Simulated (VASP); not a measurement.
# InP3 (R-3m) in VASP: a series of runs

Runs on InP3. Level: r2SCAN. Tasks: single point.

Program: VASP 6.6.1. These are calculated values, not measurements. Logs are shortened: lines on timing, memory, paths and dates and some standing lists are left out, and cuts for length are marked.

## (1) The cell of the first run

The structure is trigonal, space group R-3m (No. 166). The conventional cell has a = 7.161 Å, b = 7.161 Å, c = 8.885 Å, α = 90.00°, β = 90.00°, γ = 120.00°. Within 3.3 Å of In (site symmetry 3m) lie 6 P at 2.50 to 2.69 Å. P (site symmetry m) has 4 P at 2.17 to 2.93 Å and 2 In at 2.50 to 2.69 Å within 3.0 Å.

## (2) Single point, r2SCAN

The input, POSCAR:

```
InP3
1.0
    3.5806239608      2.0672742076      2.9617549386
   -3.5806239608      2.0672742076      2.9617549386
    0.0000000000     -4.1345484153      2.9617549385
In P
2 6
Direct
    0.2819929891      0.2819929891      0.2819929891
    0.7180070109      0.7180070109      0.7180070109
    0.7870739727      0.2355896608      0.7870739727
    0.7870739727      0.7870739727      0.2355896608
    0.2355896608      0.7870739727      0.7870739727
    0.2129260273      0.7644103392      0.2129260273
    0.7644103392      0.2129260273      0.2129260273
    0.2129260273      0.2129260273      0.7644103392
```

The input, INCAR.step1:

```
PREC = Accurate
ENCUT = 520
ISMEAR = 0
SIGMA = 0.1
LREAL = False
LASPH = True
NELM = 60
NBANDS = 38
GGA = PE
ALGO = Normal
EDIFF = 1E-4
LWAVE = True
LCHARG = False
```

The input, INCAR.step2:

```
PREC = Accurate
ENCUT = 520
EDIFF = 1E-7
ISMEAR = 0
SIGMA = 0.1
LREAL = False
LASPH = True
NELM = 60
ALGO = Normal
ISIF = 2
LWAVE = False
LCHARG = False
METAGGA = R2SCAN
LMIXTAU = True
NBANDS = 38
ISTART = 1
```

The input, KPOINTS:

```
Automatic mesh
0
Gamma
  6 6 6
```

Potentials or basis: VASP PAW PBE potentials, release 64 (In_d, P).

Command:

```console
cat potpaw_PBE.64/In_d/POTCAR potpaw_PBE.64/P/POTCAR > POTCAR
cp INCAR.step1 INCAR
mpirun -np 1 vasp_std > vasp.out
cp INCAR.step2 INCAR
mpirun -np 1 vasp_std > vasp.out
```

OUTCAR:

```text
PREC = Accurate
   ENCUT = 520
   EDIFF = 1E-7
   ISMEAR = 0
   LREAL = False
   LASPH = True
   NELM = 60
   ISIF = 2
   METAGGA = R2SCAN
   ISTART = 1

 ion  position               nearest neighbor table
   1  0.282  0.282  0.282-   8 2.50   7 2.50   6 2.50   8 2.69   6 2.69   7 2.69   2 3.87
   2  0.718  0.718  0.718-   4 2.50   3 2.50   5 2.50   4 2.69   5 2.69   3 2.69   1 3.87
   3  0.787  0.236  0.787-   7 2.17   8 2.17   2 2.50   2 2.69   7 2.93   8 2.93
   4  0.787  0.787  0.236-   6 2.17   7 2.17   2 2.50   2 2.69   7 2.93   6 2.93
   5  0.236  0.787  0.787-   6 2.17   8 2.17   2 2.50   2 2.69   6 2.93   8 2.93
   6  0.213  0.764  0.213-   5 2.17   4 2.17   1 2.50   1 2.69   5 2.93   4 2.93
   7  0.764  0.213  0.213-   3 2.17   4 2.17   1 2.50   1 2.69   3 2.93   4 2.93
   8  0.213  0.213  0.764-   3 2.17   5 2.17   1 2.50   1 2.69   3 2.93   5 2.93

  LATTYP: Found a trigonal (rhomboedric) cell.
 ALAT       =     5.0859102346
 COS(alpha) =     0.0086887351

  Lattice vectors:

 A1 = (   3.5806239608,   2.0672742076,   2.9617549386)
 A2 = (  -3.5806239608,   2.0672742076,   2.9617549386)
 A3 = (   0.0000000000,  -4.1345484153,   2.9617549385)

Analysis of symmetry for initial positions (statically):
=====================================================================
 Subroutine PRICEL returns:
 Original cell was already a primitive cell.

 Routine SETGRP: Setting up the symmetry group for a
 trigonal (rhombohedral) supercell.

 Subroutine GETGRP returns: Found 12 space group operations
 (whereof 12 operations were pure point group operations)
 out of a pool of 12 trial point group operations.

The static configuration has the point symmetry D_3d.

Analysis of symmetry for dynamics (positions and initial velocities):
=====================================================================
 Subroutine PRICEL returns:
 Original cell was already a primitive cell.

 Routine SETGRP: Setting up the symmetry group for a
 trigonal (rhombohedral) supercell.

 Subroutine GETGRP returns: Found 12 space group operations
 (whereof 12 operations were pure point group operations)
 out of a pool of 12 trial point group operations.

The dynamic configuration has the point symmetry D_3d.

 Subroutine INISYM returns: Found 12 space group operations
 (whereof 12 operations are pure point group operations),
 and found     1 'primitive' translations

----------------------------------------------------------------------------------------

                                     Primitive cell

  volume of cell :     131.5398

  direct lattice vectors                    reciprocal lattice vectors
     3.580623961  2.067274208  2.961754939     0.139640466  0.080621461  0.112545886
    -3.580623961  2.067274208  2.961754939    -0.139640466  0.080621461  0.112545886
     0.000000000 -4.134548415  2.961754938     0.000000000 -0.161242922  0.112545886

  length of vectors
     5.085910235  5.085910235  5.085910235     0.196636355  0.196636355  0.196636355

  position of ions in fractional coordinates (direct lattice)
     0.281992989  0.281992989  0.281992989
     0.718007011  0.718007011  0.718007011
     0.787073973  0.235589661  0.787073973
     0.787073973  0.787073973  0.235589661
     0.235589661  0.787073973  0.787073973
     0.212926027  0.764410339  0.212926027
     0.764410339  0.212926027  0.212926027
     0.212926027  0.212926027  0.764410339

  ion indices of the primitive-cell ions
   primitive index   ion index
                 1           1
                 2           2
                 3           3
                 4           4
                 5           5
                 6           6
                 7           7
                 8           8

----------------------------------------------------------------------------------------

 KPOINTS: Automatic mesh

Automatic generation of k-mesh.
 Grid dimensions read from file:
 generate k-points for:    6    6    6

 Generating k-lattice:

  Cartesian coordinates                     Fractional coordinates (reciprocal lattice)
     0.023273411  0.013436910  0.018757648     0.166666667  0.000000000 -0.000000000
    -0.023273411  0.013436910  0.018757648     0.000000000  0.166666667 -0.000000000
     0.000000000 -0.026873820  0.018757648    -0.000000000 -0.000000000  0.166666667

  Length of vectors
     0.032772726  0.032772726  0.032772726

  Shift w.r.t. Gamma in fractional coordinates (k-lattice)
     0.000000000  0.000000000  0.000000000

 Subroutine IBZKPT returns following result:
 ===========================================

 Found     32 irreducible k-points:

 Following reciprocal coordinates:
            Coordinates               Weight
  0.000000  0.000000  0.000000      1.000000
  0.166667  0.000000  0.000000      6.000000
  0.333333  0.000000 -0.000000      6.000000
  0.500000  0.000000  0.000000      3.000000
  0.166667  0.166667  0.000000      6.000000
  0.333333  0.166667 -0.000000     12.000000
[... 28 lines left out ...]
   ISIF   =      2    stress and relaxation
   ISYM   =      2    0-nonsym 1-usesym 2-fastsym
   POTIM  = 0.5000    time-step for ionic-motion
   TEBEG  =    0.0;   TEEND  =   0.0 temperature during run
   PSTRESS=    0.0 pullay stress
   NELECT =      56.0000    total number of electrons
   NUPDOWN=      -1.0000    fix difference up-down
   EMIN   =  10.00;   EMAX   =-10.00  energy-range for DOS
   EFERMI =   0.00;   METHOD = LEGACY
   ISMEAR =     0;   SIGMA  =   0.10  broadening in eV -4-tet -1-fermi 0-gaus
   EFERMI_NEDOS =   21; number of points for ismear=-14 and -15
   IALGO  =     38    algorithm
   IMIX   =      4    mixing-type and parameters
     AMIX     =   0.40;   BMIX     =  1.00
     AMIX_MAG =   1.60;   BMIX_MAG =  1.00
  volume/ion in A,a.u.               =      16.44       110.96
  Fermi-wavevector in a.u.,A,eV,Ry     =   1.231549  2.327291 20.636141  1.516714
  Thomas-Fermi vector in A             =   2.366354
   LORBIT       =      0    0 simple, 1 ext, 2 COOP (PROOUT), +10 PAW based schemes
   METAGGA = R2SCAN    functional components
   LHFCALC =     F    Hartree Fock is set to
   AEXX    =    0.0000 exact exchange contribution
   IVDW    =     0    specifies the selected vdW correction
   LEPSILON=     F    determine dielectric tensor
   LRPA    =     F    only Hartree local field effects (RPA)
 non-spin polarized calculation
 Gauss-broadening in eV      SIGMA  =   0.10
  energy-cutoff  :      520.00
  volume of cell :      131.54
 maximum number of plane-waves:      3565
 NGX is ok and might be reduce to    40
   NGX = 19   NGY = 19   NGZ = 19

 number of electron      56.0000000 magnetization

 Free energy of the ion-electron system (eV)
  ---------------------------------------------------
  ext. energy  EPLUGINS =         0.00000000
  ---------------------------------------------------
  free energy    TOTEN  =       -98.55183316 eV

  energy without entropy =      -98.54866294  energy(sigma->0) =      -98.55024805

 E-fermi :   9.2948     XC(G=0): -11.7179

 val. band max:        9.2400733179   @ k =   0.5000   0.5000   0.3333
 cond. band min:       9.3328023591   @ k =   0.5000   0.5000   0.5000
 fundamental gap:      0.0927290412
 Fermi energy:         9.2947955626

 k-point     1 :       0.0000    0.0000    0.0000
  band No.  band energies     occupation
      1      -7.0169      2.00000
      2      -6.4439      2.00000
      3      -6.4439      2.00000
      4      -6.1237      2.00000
      5      -6.1237      2.00000
      6      -5.9554      2.00000
[... 30 lines left out ...]
     37      16.4211      0.00000
     38      16.4211      0.00000

 k-point     2 :       0.1667    0.0000    0.0000
  band No.  band energies     occupation
      1      -6.9278      2.00000
      2      -6.4184      2.00000
      3      -6.3875      2.00000
      4      -6.1389      2.00000
      5      -6.1089      2.00000
      6      -5.9561      2.00000
[... 30 lines left out ...]
     37      15.5093      0.00000
     38      15.7372      0.00000
[... 859 lines left out ...]
     37      14.6072      0.00000
     38      14.6169      0.00000

 k-point    24 :      -0.3333    0.5000    0.1667
  band No.  band energies     occupation
      1      -6.5097      2.00000
      2      -6.2113      2.00000
      3      -6.1432      2.00000
      4      -6.0862      2.00000
      5      -6.0083      2.00000
      6      -5.9491      2.00000
[... 30 lines left out ...]
     37      14.6821      0.00000
     38      14.8813      0.00000

 [... further k-points ...]

------------------------ aborting loop because EDIFF is reached ----------------------------------------

  FORCE on cell =-STRESS in cart. coord.  units (eV):
  Direction    XX          YY          ZZ          XY          YZ          ZX
  --------------------------------------------------------------------------------------
  -------------------------------------------------------------------------------------
  Total       16.0234672     16.0234672     16.1523747      0.0000000      0.0000000     -0.0000000
  in kB      195.1685820    195.1685820    196.7386970      0.0000000      0.0000000     -0.0000000
  external PRESSURE =     195.6919537 kB  Pullay stress =       0.0000000 kB

 VOLUME and BASIS-vectors are now :
 -----------------------------------------------------------------------------
  energy-cutoff  :      520.00
  volume of cell :      131.54
      direct lattice vectors                 reciprocal lattice vectors
     3.580623961  2.067274208  2.961754939     0.139640466  0.080621461  0.112545886
    -3.580623961  2.067274208  2.961754939    -0.139640466  0.080621461  0.112545886
     0.000000000 -4.134548415  2.961754938     0.000000000 -0.161242922  0.112545886

 POSITION                                       TOTAL-FORCE (eV/Angst)
 -----------------------------------------------------------------------------------
      0.00000     -0.00000      2.50558        -0.000000     -0.000000      0.014687
      0.00000     -0.00000      6.37968        -0.000000      0.000000     -0.014687
      1.97466     -1.14007      5.36000         0.052223     -0.030151      0.096438
      0.00000      2.28014      5.36000        -0.000000      0.060302      0.096438
     -1.97466     -1.14007      5.36000        -0.052223     -0.030151      0.096438
     -1.97466      1.14007      3.52527        -0.052223      0.030151     -0.096438
      1.97466      1.14007      3.52527         0.052223      0.030151     -0.096438
      0.00000     -2.28014      3.52527        -0.000000     -0.060302     -0.096438
 -----------------------------------------------------------------------------------
    total drift:                                0.000000      0.000000     -0.000000

  FREE ENERGIE OF THE ION-ELECTRON SYSTEM (eV)
  ---------------------------------------------------
  free  energy   TOTEN  =       -98.5518331619 eV

  energy  without entropy=      -98.5486629365  energy(sigma->0) =      -98.55024805
```

Wall time 11 min (1 thread of Intel Xeon 8259CL, shared host); peak memory 0.33 GiB.

What came out:

```
Free energy            : -98.5518 eV
Pressure               : 19.6 GPa
Largest force          : 0.114 eV/Å
Band gap on the k mesh : zero (bands 28 and 29 overlap by 0.25 eV)
```

Forces in eV/Å, atoms in the order of the input:
```
In   0.000  0.000  0.015
In   0.000  0.000 -0.015
P    0.052 -0.030  0.096
P    0.000  0.060  0.096
P   -0.052 -0.030  0.096
P   -0.052  0.030 -0.096
P    0.052  0.030 -0.096
P    0.000 -0.060 -0.096
```

Caveat: the cell stands under pressure; semilocal functionals underestimate gaps, and a narrow one can read as zero; the PAW data sets were made with another functional, which shifts forces and pressure a little; spin-orbit coupling is left out, which moves the levels of the heavy elements.

## (3) Single point, r2SCAN

This run uses another cell than the first one, of 17.89 Å³/atom.

The input, POSCAR:

```
InP3
1.0
    3.6449457077      2.1044103855      3.1104651889
   -3.6449457077      2.1044103855      3.1104651889
    0.0000000000     -4.2088207711      3.1104651888
In P
2 6
Direct
    0.2771054341      0.2771054341      0.2771054341
    0.7228945659      0.7228945659      0.7228945659
    0.7915120498      0.2397551468      0.7915120498
    0.7915120498      0.7915120498      0.2397551468
    0.2397551468      0.7915120498      0.7915120498
    0.2084879502      0.7602448532      0.2084879502
    0.7602448532      0.2084879502      0.2084879502
    0.2084879502      0.2084879502      0.7602448532
```

The input, INCAR.step1:

```
SYSTEM = InP3
  PREC = Accurate
  ENCUT = 520
  ISMEAR = 0
  SIGMA = 0.1
  LREAL = .FALSE.
  LASPH = .TRUE.
  NELM = 100
  NBANDS = 38
  GGA = PE
  ALGO = Normal
  EDIFF = 1E-4
  LWAVE = .TRUE.
  LCHARG = .FALSE.
```

The input, INCAR.step2:

```
SYSTEM = InP3
  PREC = Accurate
  ENCUT = 520
  EDIFF = 1E-6
  ISMEAR = 0
  SIGMA = 0.1
  LREAL = .FALSE.
  LASPH = .TRUE.
  NELM = 100
  ALGO = Normal
  ISIF = 2
  LWAVE = .FALSE.
  LCHARG = .FALSE.
  METAGGA = R2SCAN
  LMIXTAU = .TRUE.
  NBANDS = 38
  ISTART = 1
```

The input, KPOINTS:

```
regular mesh
0
G
  6 6 6
  0 0 0
```

Potentials or basis: VASP PAW PBE potentials, release 64 (In_d, P).

Command:

```console
cat potpaw_PBE.64/In_d/POTCAR potpaw_PBE.64/P/POTCAR > POTCAR
cp INCAR.step1 INCAR
mpirun -np 1 vasp_std > vasp.out
cp INCAR.step2 INCAR
mpirun -np 1 vasp_std > vasp.out
```

Run time: 9.9 min. Hardware: 1 thread of Intel Xeon 8259CL, shared host; peak memory 0.34 GiB.

Results (log left out):

| Quantity | Value |
| --- | --- |
| Free energy | -99.6115 eV |
| Pressure | 9.6 GPa |
| Largest force | 0.109 eV/Å |
| Band gap on the k mesh | zero (bands 28 and 29 overlap by 0.13 eV) |

Forces in eV/Å, atoms in the order of the input:
```
In   0.000  0.000  0.016
In   0.000  0.000 -0.016
P    0.052 -0.030  0.091
P    0.000  0.060  0.091
P   -0.052 -0.030  0.091
P   -0.052  0.030 -0.091
P    0.052  0.030 -0.091
P    0.000 -0.060 -0.091
```

Stress tensor (GPa, compression positive):
```
9.53 0.00 0.00
0.00 9.53 0.00
0.00 0.00 9.68
```

Levels at points of the mesh, in eV from the Fermi level:
```
           k point  band 24  band 25  band 26  band 27  band 28  band 29  band 30  band 31  band 32  band 33
(0.00, 0.00, 0.00)    -2.81    -2.81    -2.01    -1.01    -1.01    -0.03     0.76     1.96     2.39     2.39
(0.50, 0.00, 0.00)    -3.11    -2.72    -2.06    -1.42    -1.18     0.20     2.70     2.84     3.56     3.66
(0.50, 0.50, 0.00)    -2.92    -1.63    -0.93    -0.75    -0.12     1.30     1.59     2.33     2.40     4.32
(0.50, 0.50, 0.50)    -1.04    -0.11    -0.11     0.09     0.09     1.88     1.88     2.03     2.03     2.07
```

Caveat: the cell stands under pressure; semilocal functionals underestimate gaps, and a narrow one can read as zero; the PAW data sets were made with another functional, which shifts forces and pressure a little; spin-orbit coupling is left out, which moves the levels of the heavy elements.

## (4) Single point, r2SCAN

This run uses another cell than the first one, of 18.93 Å³/atom.

The input, POSCAR:

```
InP3
1.0
    3.6863930733      2.1283400332      3.2163518151
   -3.6863930733      2.1283400332      3.2163518151
    0.0000000000     -4.2566800665      3.2163518151
In P
2 6
Direct
    0.2742247569      0.2742247569      0.2742247569
    0.7257752431      0.7257752431      0.7257752431
    0.7943546297      0.2418354977      0.7943546297
    0.7943546297      0.7943546297      0.2418354977
    0.2418354977      0.7943546297      0.7943546297
    0.2056453703      0.7581645023      0.2056453703
    0.7581645023      0.2056453703      0.2056453703
    0.2056453703      0.2056453703      0.7581645023
```

The input, INCAR.step1:

```
SYSTEM = InP3
PREC     = Accurate       ! precision mode
ENCUT    = 520            ! plane-wave cutoff, eV
ISMEAR   = 0              ! smearing method
SIGMA    = 0.1            ! smearing width, eV
LREAL    = .False.        ! projectors in reciprocal space
LASPH    = .True.         ! aspherical terms in the spheres
NELM     = 60             ! most SCF steps
NBANDS   = 38             ! bands
GGA      = PE             ! functional
ALGO     = Normal         ! electronic algorithm
EDIFF    = 1E-4           ! SCF threshold, eV
LWAVE    = .True.         ! write WAVECAR
LCHARG   = .False.        ! write CHGCAR
```

The input, INCAR.step2:

```
SYSTEM = InP3
PREC     = Accurate       ! precision mode
ENCUT    = 520            ! plane-wave cutoff, eV
EDIFF    = 1E-6           ! SCF threshold, eV
ISMEAR   = 0              ! smearing method
SIGMA    = 0.1            ! smearing width, eV
LREAL    = .False.        ! projectors in reciprocal space
LASPH    = .True.         ! aspherical terms in the spheres
NELM     = 60             ! most SCF steps
ALGO     = Normal         ! electronic algorithm
ISIF     = 2              ! what is computed and relaxed
LWAVE    = .False.        ! write WAVECAR
LCHARG   = .False.        ! write CHGCAR
METAGGA  = R2SCAN         ! meta-GGA
LMIXTAU  = .True.       
NBANDS   = 38             ! bands
ISTART   = 1
```

The input, KPOINTS:

```
Automatic mesh
0
Gamma
  6 6 6
  0 0 0
```

Command:

```console
cat potpaw_PBE.64/In_d/POTCAR potpaw_PBE.64/P/POTCAR > POTCAR
cp INCAR.step1 INCAR
mpirun -np 1 vasp_std > vasp.out
cp INCAR.step2 INCAR
mpirun -np 1 vasp_std > vasp.out
```

Run time: 9.4 min. Hardware: 1 thread of Intel Xeon 8259CL, shared host; peak memory 0.34 GiB.

Results (log left out):

| Property | Result |
| --- | --- |
| Free energy | -99.9892 eV |
| Pressure | 4.6 GPa |
| Largest force | 0.105 eV/Å |
| Band gap on the k mesh | zero (bands 28 and 29 overlap by 0.23 eV) |

Forces on the atoms (eV/Å):
```
In   0.000  0.000  0.013
In   0.000  0.000 -0.013
P    0.048 -0.028  0.089
P    0.000  0.056  0.089
P   -0.048 -0.028  0.089
P   -0.048  0.028 -0.089
P    0.048  0.028 -0.089
P    0.000 -0.056 -0.089
```

Stress tensor (GPa, compression positive):
```
4.56 0.00 0.00
0.00 4.56 0.00
0.00 0.00 4.66
```

Levels at points of the mesh, in eV from the Fermi level:
| k point | band 26 | band 27 | band 28 | band 29 | band 30 | band 31 |
| --- | --- | --- | --- | --- | --- | --- |
| (0.00, 0.00, 0.00) | -1.96 | -0.89 | -0.89 | -0.07 | 0.37 | 2.23 |
| (0.50, 0.00, 0.00) | -1.79 | -1.23 | -1.16 | 0.47 | 2.88 | 2.90 |
| (0.50, 0.50, 0.00) | -0.85 | -0.66 | -0.07 | 1.47 | 1.72 | 2.52 |
| (0.50, 0.50, 0.50) | -0.06 | 0.16 | 0.16 | 1.93 | 2.07 | 2.07 |

Caveat: the cell stands under pressure; semilocal functionals underestimate gaps, and a narrow one can read as zero; the PAW data sets were made with another functional, which shifts forces and pressure a little; spin-orbit coupling is left out, which moves the levels of the heavy elements.

## (5) The runs side by side

```tsv
cell	gap on the mesh (eV)	pressure (GPa)	largest force (eV/Å)
a = 5.086 Å, angles 89.5°, 8 atoms, atomic positions A	none	19.6	0.11
a = 5.233 Å, angles 88.3°, 8 atoms, atomic positions B	none	9.6	0.11
a = 5.335 Å, angles 87.4°, 8 atoms, atomic positions C	none	4.6	0.10
```

Alike in all rows: task single point; level r2SCAN; potentials or basis VASP PAW PBE potentials, release 64 (In_d, P); no spin polarisation; k mesh 6 × 6 × 6; cutoff (eV) 520; smearing gaussian 0.1 eV.

Caveats: the cell stands under pressure; semilocal functionals underestimate gaps, and a narrow one can read as zero; the PAW data sets were made with another functional, which shifts forces and pressure a little; spin-orbit coupling is left out, which moves the levels of the heavy elements.

Absolute energies hang on the potentials; compare differences alone.

The gap in the log of VASP goes by the Fermi energy; the results here count the filled bands.